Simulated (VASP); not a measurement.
# Cd (P6_3/mmc) in VASP: notebook

Aim: see how the results for Cd move with the level of theory and the settings. Levels: PBEsol+U, PBE+D3(BJ). Tasks: single point.

Program: VASP 6.6.1. These are calculated values, not measurements. Logs are shortened: lines on timing, memory, paths and dates and some standing lists are left out, and cuts for length are marked.

### Step 1. The cell of the first run

It takes space group P6_3/mmc (No. 194, hexagonal). Conventional cell: a = 2.979 Å, b = 2.979 Å, c = 5.618 Å, α = 90.00°, β = 90.00°, γ = 120.00°. Cd (site symmetry -6m2) has 12 Cd at 2.98 to 3.29 Å within 3.9 Å.

### Step 2. Single point, PBEsol+U

The input, INCAR:

```
SYSTEM = Cd
ALGO = Normal
EDIFF = 1E-6
ENCUT = 500
GGA = PS
GGA_COMPAT = .FALSE.
ISIF = 2
ISMEAR = 0
LASPH = .TRUE.
LCHARG = .TRUE.
LDAU = .TRUE.
LDAUJ = 0
LDAUL = 2
LDAUPRINT = 1
LDAUTYPE = 2
LDAUU = 6
LELF = .TRUE.
LREAL = .FALSE.
LVHAR = .TRUE.
LWAVE = .FALSE.
NBANDS = 19
NELM = 200
PREC = Accurate
SIGMA = 0.73
```

The input, KPOINTS:

```
k-points
0
G
  4 4 2
  0 0 0
```

The input, POSCAR:

```
Cd
1.0
    2.9788725081      0.0000000000      0.0000000000
   -1.4894362540      2.5797792666      0.0000000000
    0.0000000000      0.0000000000      5.6176500000
Cd
2
Direct
    0.6473333333      1.4066666667      1.0150000000
    0.9806666667      1.0733333333      1.5150000000
```

Potentials or basis: VASP PAW PBE potentials, release 64 (Cd).

Command:

```console
$ cat potpaw_PBE.64/Cd/POTCAR > POTCAR
$ mpirun -np 1 vasp_std > vasp.out
```

OUTCAR:

```text
SYSTEM = Cd
   EDIFF = 1E-6
   ENCUT = 500
   GGA = PS
   ISIF = 2
   ISMEAR = 0
   LASPH = .TRUE.
   LREAL = .FALSE.
   NELM = 200
   PREC = Accurate

 ion  position               nearest neighbor table
   1  0.647  0.407  0.015-   2 3.29   2 3.29   2 3.29   2 3.29   2 3.29   2 3.29
   2  0.981  0.073  0.515-   1 3.29   1 3.29   1 3.29   1 3.29   1 3.29   1 3.29

  LATTYP: Found a hexagonal cell.
 ALAT       =     2.9788725081
 C/A-ratio  =     1.8858309594

  Lattice vectors:

 A1 = (   2.9788725081,   0.0000000000,   0.0000000000)
 A2 = (  -1.4894362540,   2.5797792666,   0.0000000000)
 A3 = (   0.0000000000,   0.0000000000,   5.6176500000)

Analysis of symmetry for initial positions (statically):
=====================================================================
 Subroutine PRICEL returns:
 Original cell was already a primitive cell.

 Routine SETGRP: Setting up the symmetry group for a
 hexagonal supercell.

 Subroutine GETGRP returns: Found 24 space group operations
 (whereof  1 operations were pure point group operations)
 out of a pool of 24 trial point group operations.

The static configuration has the point symmetry C_1 .
 The point group associated with its full space group is D_6h.

Analysis of symmetry for dynamics (positions and initial velocities):
=====================================================================
 Subroutine PRICEL returns:
 Original cell was already a primitive cell.

 Routine SETGRP: Setting up the symmetry group for a
 hexagonal supercell.

 Subroutine GETGRP returns: Found 24 space group operations
 (whereof  1 operations were pure point group operations)
 out of a pool of 24 trial point group operations.

The dynamic configuration has the point symmetry C_1 .
 The point group associated with its full space group is D_6h.

 Subroutine INISYM returns: Found 24 space group operations
 (whereof  1 operations are pure point group operations),
 and found     1 'primitive' translations

----------------------------------------------------------------------------------------

                                     Primitive cell

  volume of cell :      43.1707

  direct lattice vectors                    reciprocal lattice vectors
     2.978872508  0.000000000  0.000000000     0.335697482  0.193815032  0.000000000
    -1.489436254  2.579779267  0.000000000     0.000000000  0.387630063  0.000000000
     0.000000000  0.000000000  5.617650000     0.000000000  0.000000000  0.178010378

  length of vectors
     2.978872508  2.978872508  5.617650000     0.387630063  0.387630063  0.178010378

  position of ions in fractional coordinates (direct lattice)
     0.647333333  0.406666667  0.015000000
     0.980666667  0.073333333  0.515000000

  ion indices of the primitive-cell ions
   primitive index   ion index
                 1           1
                 2           2

----------------------------------------------------------------------------------------

 KPOINTS: k-points

Automatic generation of k-mesh.
 Grid dimensions read from file:
 generate k-points for:    4    4    2
[... 71 lines left out ...]
   LORBIT       =      0    0 simple, 1 ext, 2 COOP (PROOUT), +10 PAW based schemes
 LDA+U is selected, type is set to LDAUTYPE =  2
   angular momentum for each species LDAUL =     2
   U (eV)           for each species LDAUU =   6.0
   J (eV)           for each species LDAUJ =   0.0
   GGA     = PS    functional components
   LHFCALC =     F    Hartree Fock is set to
   AEXX    =    0.0000 exact exchange contribution
   IVDW    =     0    specifies the selected vdW correction
   LEPSILON=     F    determine dielectric tensor
   LRPA    =     F    only Hartree local field effects (RPA)
 non-spin polarized calculation
 Gauss-broadening in eV      SIGMA  =   0.73
  energy-cutoff  :      500.00
  volume of cell :       43.17
 maximum number of plane-waves:      1113
 NGX is ok and might be reduce to    24
   NGX = 11   NGY = 11   NGZ = 21

atom =   1  type =  1  l = 2

 onsite density matrix

spin component  1

  0.9817  0.0000 -0.0000  0.0000  0.0000
  0.0000  0.9818  0.0000  0.0000  0.0000
 -0.0000  0.0000  0.9852  0.0000 -0.0000
  0.0000  0.0000  0.0000  0.9818 -0.0000
  0.0000  0.0000 -0.0000 -0.0000  0.9817

spin component  2

  0.9817  0.0000 -0.0000  0.0000  0.0000
  0.0000  0.9818  0.0000  0.0000  0.0000
 -0.0000  0.0000  0.9852  0.0000 -0.0000
  0.0000  0.0000  0.0000  0.9818 -0.0000
  0.0000  0.0000 -0.0000 -0.0000  0.9817

 occupancies and eigenvectors

  o =  0.9817  v =  0.9994 -0.0000  0.0000 -0.0000 -0.0352  0.0000  0.0000  0.0000  0.0000  0.0000      0.0000  0.0000  0.0000  0.0000  0.0000  0.0000  0.0000  0.0000  0.0000  0.0000
  o =  0.9817  v =  0.0000  0.0000  0.0000  0.0000  0.0000  0.9994 -0.0000  0.0000 -0.0000 -0.0352      0.0000  0.0000  0.0000  0.0000  0.0000  0.0000  0.0000  0.0000  0.0000  0.0000
  o =  0.9817  v = -0.0352 -0.0000 -0.0000 -0.0000 -0.9994  0.0000  0.0000  0.0000  0.0000  0.0000      0.0000  0.0000  0.0000  0.0000  0.0000  0.0000  0.0000  0.0000  0.0000  0.0000
  o =  0.9817  v =  0.0000  0.0000  0.0000  0.0000  0.0000 -0.0352 -0.0000 -0.0000 -0.0000 -0.9994      0.0000  0.0000  0.0000  0.0000  0.0000  0.0000  0.0000  0.0000  0.0000  0.0000
  o =  0.9818  v =  0.0000  0.9232  0.0000 -0.3842 -0.0000  0.0000  0.0000  0.0000  0.0000  0.0000      0.0000  0.0000  0.0000  0.0000  0.0000  0.0000  0.0000  0.0000  0.0000  0.0000
  o =  0.9818  v =  0.0000  0.0000  0.0000  0.0000  0.0000  0.0000  0.9232  0.0000 -0.3842 -0.0000      0.0000  0.0000  0.0000  0.0000  0.0000  0.0000  0.0000  0.0000  0.0000  0.0000
  o =  0.9818  v =  0.0000  0.3842  0.0000  0.9232 -0.0000  0.0000  0.0000  0.0000  0.0000  0.0000      0.0000  0.0000  0.0000  0.0000  0.0000  0.0000  0.0000  0.0000  0.0000  0.0000
  o =  0.9818  v =  0.0000  0.0000  0.0000  0.0000  0.0000  0.0000  0.3842  0.0000  0.9232 -0.0000      0.0000  0.0000  0.0000  0.0000  0.0000  0.0000  0.0000  0.0000  0.0000  0.0000
  o =  0.9852  v =  0.0000  0.0000  0.0000  0.0000  0.0000  0.0000  0.0000 -1.0000 -0.0000  0.0000      0.0000  0.0000  0.0000  0.0000  0.0000  0.0000  0.0000  0.0000  0.0000  0.0000
  o =  0.9852  v =  0.0000  0.0000 -1.0000 -0.0000  0.0000  0.0000  0.0000  0.0000  0.0000  0.0000      0.0000  0.0000  0.0000  0.0000  0.0000  0.0000  0.0000  0.0000  0.0000  0.0000

atom =   2  type =  1  l = 2

 onsite density matrix

spin component  1

  0.9817  0.0000 -0.0000  0.0000  0.0000
  0.0000  0.9818  0.0000  0.0000 -0.0000
 -0.0000  0.0000  0.9852  0.0000 -0.0000
  0.0000  0.0000  0.0000  0.9818 -0.0000
  0.0000 -0.0000 -0.0000 -0.0000  0.9817

spin component  2

  0.9817  0.0000 -0.0000  0.0000  0.0000
  0.0000  0.9818  0.0000  0.0000 -0.0000
 -0.0000  0.0000  0.9852  0.0000 -0.0000
  0.0000  0.0000  0.0000  0.9818 -0.0000
  0.0000 -0.0000 -0.0000 -0.0000  0.9817

 occupancies and eigenvectors

  o =  0.9817  v =  0.9988 -0.0000  0.0000 -0.0000 -0.0486  0.0000  0.0000  0.0000  0.0000  0.0000      0.0000  0.0000  0.0000  0.0000  0.0000  0.0000  0.0000  0.0000  0.0000  0.0000
  o =  0.9817  v =  0.0000  0.0000  0.0000  0.0000  0.0000  0.9988 -0.0000  0.0000 -0.0000 -0.0486      0.0000  0.0000  0.0000  0.0000  0.0000  0.0000  0.0000  0.0000  0.0000  0.0000
  o =  0.9817  v = -0.0486 -0.0000 -0.0000 -0.0000 -0.9988  0.0000  0.0000  0.0000  0.0000  0.0000      0.0000  0.0000  0.0000  0.0000  0.0000  0.0000  0.0000  0.0000  0.0000  0.0000
  o =  0.9817  v =  0.0000  0.0000  0.0000  0.0000  0.0000 -0.0486 -0.0000 -0.0000 -0.0000 -0.9988      0.0000  0.0000  0.0000  0.0000  0.0000  0.0000  0.0000  0.0000  0.0000  0.0000
  o =  0.9818  v =  0.0000  0.9232  0.0000 -0.3842 -0.0000  0.0000  0.0000  0.0000  0.0000  0.0000      0.0000  0.0000  0.0000  0.0000  0.0000  0.0000  0.0000  0.0000  0.0000  0.0000
  o =  0.9818  v =  0.0000  0.0000  0.0000  0.0000  0.0000  0.0000  0.9232  0.0000 -0.3842 -0.0000      0.0000  0.0000  0.0000  0.0000  0.0000  0.0000  0.0000  0.0000  0.0000  0.0000
  o =  0.9818  v =  0.0000  0.3842  0.0000  0.9232 -0.0000  0.0000  0.0000  0.0000  0.0000  0.0000      0.0000  0.0000  0.0000  0.0000  0.0000  0.0000  0.0000  0.0000  0.0000  0.0000
  o =  0.9818  v =  0.0000  0.0000  0.0000  0.0000  0.0000  0.0000  0.3842  0.0000  0.9232 -0.0000      0.0000  0.0000  0.0000  0.0000  0.0000  0.0000  0.0000  0.0000  0.0000  0.0000
  o =  0.9852  v =  0.0000  0.0000  0.0000  0.0000  0.0000  0.0000  0.0000 -1.0000 -0.0000  0.0000      0.0000  0.0000  0.0000  0.0000  0.0000  0.0000  0.0000  0.0000  0.0000  0.0000
  o =  0.9852  v =  0.0000  0.0000 -1.0000 -0.0000  0.0000  0.0000  0.0000  0.0000  0.0000  0.0000      0.0000  0.0000  0.0000  0.0000  0.0000  0.0000  0.0000  0.0000  0.0000  0.0000

 number of electron      24.0000002 magnetization

 Free energy of the ion-electron system (eV)
  ---------------------------------------------------
  ext. energy  EPLUGINS =         0.00000000
  ---------------------------------------------------
  free energy    TOTEN  =        -0.69953206 eV

  energy without entropy =       -0.55945499  energy(sigma->0) =       -0.62949352

 E-fermi :   2.0144     XC(G=0): -11.1435

 val. band max:        1.6825699597   @ k =   0.2500  -0.0000   0.0000
 cond. band min:       2.5193369605   @ k =   0.5000  -0.0000   0.5000
 fundamental gap:      0.8367670009
 Fermi energy:         2.0143794214

 k-point     1 :       0.0000    0.0000    0.0000
  band No.  band energies     occupation
      1      -9.5331      2.00000
      2      -9.4323      2.00000
      3      -9.1682      2.00000
      4      -9.1682      2.00000
      5      -9.1260      2.00000
      6      -9.1260      2.00000
[... 153 lines left out ...]
      6      -8.9032      2.00000
[... 11 lines left out ...]
     18      10.5112      0.00000
     19      16.0097      0.00000

------------------------ aborting loop because EDIFF is reached ----------------------------------------

  FORCE on cell =-STRESS in cart. coord.  units (eV):
  Direction    XX          YY          ZZ          XY          YZ          ZX
  --------------------------------------------------------------------------------------
  -------------------------------------------------------------------------------------
  Total       -0.4052380     -0.4052380     -0.6916993     -0.0000000      0.0000000     -0.0000000
  in kB      -15.0394373    -15.0394373    -25.6707612     -0.0000000      0.0000000     -0.0000000
  external PRESSURE =     -18.5832119 kB  Pullay stress =       0.0000000 kB

 VOLUME and BASIS-vectors are now :
 -----------------------------------------------------------------------------
  energy-cutoff  :      500.00
  volume of cell :       43.17
      direct lattice vectors                 reciprocal lattice vectors
     2.978872508  0.000000000  0.000000000     0.335697482  0.193815032  0.000000000
    -1.489436254  2.579779267  0.000000000     0.000000000  0.387630063  0.000000000
     0.000000000  0.000000000  5.617650000     0.000000000  0.000000000  0.178010378

 POSITION                                       TOTAL-FORCE (eV/Angst)
 -----------------------------------------------------------------------------------
      1.32262      1.04911      0.08426         0.000000      0.000000      0.000000
      2.81206      0.18918      2.89309        -0.000000     -0.000000      0.000000
 -----------------------------------------------------------------------------------
    total drift:                                0.000005      0.000009      0.000124

  FREE ENERGIE OF THE ION-ELECTRON SYSTEM (eV)
  ---------------------------------------------------
  free  energy   TOTEN  =        -0.6995320596 eV

  energy  without entropy=       -0.5594549868  energy(sigma->0) =       -0.62949352
```

It took 15 s on 1 thread of Intel Xeon 8259CL, shared host; peak memory 0.15 GiB.

Results:

| Quantity | Value |
| --- | --- |
| Free energy | -0.6995 eV |
| Pressure | -1.9 GPa |
| Band gap on the k mesh | zero (bands 12 and 13 overlap by 3.81 eV) |

Levels at points of the mesh, in eV from the Fermi level:
| k point | band 9 | band 10 | band 11 | band 12 | band 13 | band 14 | band 15 | band 16 |
| --- | --- | --- | --- | --- | --- | --- | --- | --- |
| (0.00, 0.00, 0.00) | -10.45 | -10.45 | -8.14 | -2.63 | -2.27 | 11.36 | 13.98 | 15.23 |
| (0.50, 0.00, 0.00) | -10.22 | -10.20 | -1.66 | -1.34 | 2.68 | 3.63 | 3.76 | 5.37 |
| (0.00, 0.00, 0.50) | -10.55 | -10.55 | -6.72 | -6.72 | 4.20 | 4.20 | 15.57 | 15.57 |
| (0.50, 0.00, 0.50) | -10.21 | -10.21 | -0.78 | -0.78 | 0.50 | 0.50 | 8.83 | 8.83 |

Eigenvalues of the final occupation matrices:
```
    site  spin  trace               eigenvalues
site 1 d     1   4.91  0.98 0.98 0.98 0.98 0.99
site 1 d     2   4.91  0.98 0.98 0.98 0.98 0.99
site 2 d     1   4.91  0.98 0.98 0.98 0.98 0.99
site 2 d     2   4.91  0.98 0.98 0.98 0.98 0.99
```

Caveat: the k points lie up to 0.61 Å⁻¹ apart, too coarse for converged energies and pressures of a metal; so wide a smearing shifts energies and pressures; the PAW data sets were made with another functional, which shifts forces and pressure a little; U without spin polarisation on a metal has little footing; the U is typed as a test and isn't derived for this compound.

### Step 3. Single point, PBE+D3(BJ), collinear spin, zero start

The input, INCAR:

```
PREC = Accurate
ENCUT = 500
EDIFF = 1E-6
ISMEAR = -1
SIGMA = 0.1
LREAL = False
LASPH = True
NELM = 200
ALGO = Normal
ISIF = 2
LWAVE = False
LCHARG = False
ISPIN = 2
MAGMOM = 0 0
LORBIT = 11
GGA = PE
IVDW = 12
NBANDS = 23
ISYM = 0
GGA_COMPAT = False
```

The input, KPOINTS:

```
Automatic mesh
0
Gamma
  3 6 1
```

The input, POSCAR:

```
Cd
1.0
    2.9788725081      0.0000000000      0.0000000000
   -1.4894362540      2.5797792666      0.0000000000
    0.0000000000      0.0000000000      5.6176500000
Cd
2
Direct
    0.3333333333      0.6666666667      0.2500000000
    0.6666666667      0.3333333333      0.7500000000
```

Potentials or basis: VASP PAW PBE potentials, release 64 (Cd).

Command:

```console
$ cat potpaw_PBE.64/Cd/POTCAR > POTCAR
$ mpirun -np 1 vasp_std > vasp.out
```

OUTCAR:

```text
PREC = Accurate
   ENCUT = 500
   EDIFF = 1E-6
   ISMEAR = -1
   LREAL = False
   LASPH = True
   NELM = 200
   ISIF = 2
   ISPIN = 2
   LORBIT = 11
   GGA = PE
   IVDW = 12
   ISYM = 0
 IVDW          = 12

 ion  position               nearest neighbor table
   1  0.333  0.667  0.250-   2 3.29   2 3.29   2 3.29   2 3.29   2 3.29   2 3.29
   2  0.667  0.333  0.750-   1 3.29   1 3.29   1 3.29   1 3.29   1 3.29   1 3.29

IMPORTANT INFORMATION: All symmetrisations will be switched off!
NOSYMM: (Re-)initialisation of all symmetry stuff for point group C_1.

[... 697 lines left out ...]
 VOLUME and BASIS-vectors are now :
 -----------------------------------------------------------------------------
  energy-cutoff  :      500.00
  volume of cell :       43.17
      direct lattice vectors                 reciprocal lattice vectors
     2.978872508  0.000000000  0.000000000     0.335697482  0.193815032  0.000000000
    -1.489436254  2.579779267  0.000000000     0.000000000  0.387630063  0.000000000
     0.000000000  0.000000000  5.617650000     0.000000000  0.000000000  0.178010378

 POSITION                                       TOTAL-FORCE (eV/Angst)
 -----------------------------------------------------------------------------------
     -0.00000      1.71985      1.40441         0.000000      0.039295     -0.000000
      1.48944      0.85993      4.21324        -0.000000     -0.039295      0.000000
 -----------------------------------------------------------------------------------
    total drift:                               -0.000000      0.000001      0.000000

  FREE ENERGIE OF THE ION-ELECTRON SYSTEM (eV)
  ---------------------------------------------------
  free  energy   TOTEN  =        -1.1808446349 eV

  energy  without entropy=       -1.1364523662  energy(sigma->0) =       -1.15864850

 total charge

# of ion       s       p       d       tot
------------------------------------------
    1        0.588   0.280   9.484  10.352
    2        0.588   0.280   9.484  10.352
--------------------------------------------------
tot          1.176   0.561  18.967  20.704

 magnetization (x)

# of ion       s       p       d       tot
------------------------------------------
    1       -0.000  -0.000   0.000  -0.000
    2        0.000  -0.000  -0.000  -0.000
--------------------------------------------------
tot          0.000  -0.000  -0.000  -0.000
```

OSZICAR:

```text
N       E                     dE             d eps       ncg     rms          rms(c)
DAV:   1     0.182071991797E+03    0.18207E+03   -0.12558E+04   920   0.102E+03
DAV:   2     0.427629057866E+01   -0.17780E+03   -0.16748E+03  1004   0.287E+02
DAV:   3    -0.372295968431E+00   -0.46486E+01   -0.46403E+01  1117   0.519E+01
DAV:   4    -0.380734209255E+00   -0.84382E-02   -0.84379E-02  1032   0.221E+00
DAV:   5    -0.380761146877E+00   -0.26938E-04   -0.26938E-04  1088   0.118E-01    0.515E+00
DAV:   6    -0.298538380631E+00    0.82223E-01   -0.15629E-01  1081   0.440E+00    0.389E+00
DAV:   7    -0.293475556130E+00    0.50628E-02   -0.21929E-02  1102   0.133E+00    0.142E+00
DAV:   8    -0.293256097741E+00    0.21946E-03   -0.34766E-03   990   0.632E-01    0.802E-02
DAV:   9    -0.293290244146E+00   -0.34146E-04   -0.18747E-05  1151   0.354E-02    0.305E-02
DAV:  10    -0.293321349835E+00   -0.31106E-04   -0.26585E-05  1011   0.402E-02    0.403E-03
DAV:  11    -0.293321273773E+00    0.76062E-07   -0.99714E-08   700   0.276E-03
   1 F= -.11808446E+01 E0= -.11586485E+01  d E =-.443923E-01  mag=    -0.0000
```

Run time: 47 s. Hardware: 1 thread of Intel Xeon 8259CL, shared host; peak memory 0.18 GiB.

Results:

```
Free energy                                           : -1.1808 eV
Pressure                                              : 7.1 GPa
Largest force                                         : 0.039 eV/Å
Band gap on the k mesh                                : zero (filled and empty bands overlap)
Net moment                                            : 0.00 μB per cell
Valence electrons inside the program's atomic spheres : Cd 10.35
Dispersion energy per atom                            : -0.444 eV
```

Forces in eV/Å, atoms in the order of the input:
```
Cd   0.000  0.039  0.000
Cd   0.000 -0.039  0.000
```

Caveat: the k points lie up to 1.12 Å⁻¹ apart, too coarse for converged energies and pressures of a metal.
